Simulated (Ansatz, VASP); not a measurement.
## Sc: VASP beside Ansatz

```
CELL_PARAMETERS angstrom
0.00000 1.92855 1.92855
1.92855 0.00000 1.92855
1.92855 1.92855 0.00000
ATOMIC_POSITIONS crystal
Sc 0.00000 0.00000 0.00000
```

Change from the starting cell: volume scaled by 0.58, PAW files.

Alike in both runs: task single point; functional PBE; k mesh 16 × 16 × 16; occupations fermi-dirac, width 0.08 eV; no spin polarisation.

|  | VASP | Ansatz |
| --- | --- | --- |
| version | VASP 6.6.1 | Ansatz 0.2.0 |
| potentials or method | VASP PAW PBE potentials, release 64 (Sc_sv) | PAW with Ansatz's default frozen-core files, scalar-relativistic |
| plane-wave cutoff (eV) | 520 | 420 |
| valence electrons in the cell | 11 | 11 |

VASP gave:

```
pressure (GPa) : 63.5
```

Which values does Ansatz return?

Pressure (GPa): 63.0.

Both programs put the cell under a high pressure, so it lies far from rest at this level.

Noted on VASP's run: the cell as given lies far from equilibrium.
